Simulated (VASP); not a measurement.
A run of VASP 6.6.1 is set up as follows.

INCAR

```
SYSTEM = Mg7O
PREC     = Accurate       ! precision mode
ENCUT    = 600            ! plane-wave cutoff, eV
EDIFF    = 1E-6           ! SCF threshold, eV
ISMEAR   = 0              ! smearing method
SIGMA    = 0.1            ! smearing width, eV
LREAL    = .False.        ! projectors in reciprocal space
LASPH    = .True.         ! aspherical terms in the spheres
NELM     = 80             ! most SCF steps
ALGO     = Normal         ! electronic algorithm
ISIF     = 3              ! what is computed and relaxed
LWAVE    = .False.        ! write WAVECAR
LCHARG   = .False.        ! write CHGCAR
GGA      = PE             ! functional
IBRION   = 2              ! ionic algorithm
NSW      = 90             ! ionic steps
EDIFFG   = -0.04          ! ionic threshold
```

The input KPOINTS:

```
Automatic mesh
0
Gamma
  4 4 4
  0 0 0
```

File POSCAR:

```
Mg7O
1.0
    0.0000000000      3.9315929100      3.9315929100
    3.9315929100      0.0000000000      3.9315929100
    3.9315929100      3.9315929100      0.0000000000
Mg O
7 1
Direct
    0.0000000000      0.0000000000      0.5000000000
    0.5000000000      0.0000000000      0.5000000000
    0.0000000000      0.5000000000      0.5000000000
    0.5000000000      0.5000000000      0.0000000000
    0.0000000000      0.5000000000      0.0000000000
    0.5000000000      0.0000000000      0.0000000000
    0.5000000000      0.5000000000      0.5000000000
    0.0000000000      0.0000000000      0.0000000000
```

Potentials or basis: VASP PAW PBE potentials, release 64 (Mg, O).

Run with:

```bash
$ cat potpaw_PBE.64/Mg/POTCAR potpaw_PBE.64/O/POTCAR > POTCAR
$ mpirun -np 1 vasp_std > vasp.out
```

(1) Estimate the space group after relaxing (to 0.05 Å).

(2) Estimate the relaxed volume.

(3) Estimate the relaxed cell.

## Answers

(1) Fm-3m (No. 225).

(2) 20.26 Å³/atom.

(3) a = 6.120 Å, b = 6.120 Å, c = 6.120 Å, α = 60.00°, β = 60.00°, γ = 60.00°.

Caveat: the volume moved by over 15 % at a fixed basis, so the end points are rough.
